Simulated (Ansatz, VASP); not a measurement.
One calculation of MgO, two programs

```
CELL_PARAMETERS angstrom
3.48638 0.00000 0.00000
-1.74319 3.01929 0.00000
0.00000 0.00000 4.17804
ATOMIC_POSITIONS crystal
Mg 0.66667 0.33333 0.75000
Mg 0.33333 0.66667 0.25000
O 0.66667 0.33333 0.21410
O 0.33333 0.66667 0.75000
```

Alike in both runs: task single point; functional r2SCAN; k mesh 6 × 6 × 6; no spin polarisation.

```csv
,VASP,Ansatz
version,VASP 6.6.1,Ansatz 0.2.0
potentials or method,"VASP PAW PBE potentials, release 64 (Mg, O), cutoff 520 eV","scalar-relativistic, plane waves, PAW"
occupations,"methfessel-paxton of order 1, width 0.02 eV","cold, width 0.02 eV"
valence electrons in the cell,16,32
```

|  | VASP | Ansatz | Ansatz less VASP |
| --- | --- | --- | --- |
| gap on the k mesh at the Fermi level (eV) | 4.09 | 4.10 | +0.014 |
| least direct gap on the mesh (eV) | 4.09 | 4.10 | +0.014 |
| pressure (GPa) | 0.5 | 1.3 | +0.77 |
| traceless stress, the component that is largest in VASP (GPa) | 2.43 | 2.55 | +0.119 |
| rms of the force components (eV/Å) | 0.652 | 0.646 | -0.0057 |

VASP's potentials were made for PBE, not for r2SCAN. Atom by atom the forces differ by 0.006 eV/Å (rms over components). VASP's potentials hold 16 valence electrons a cell and Ansatz's 32, so a difference there can come from the potentials and not from the codes.
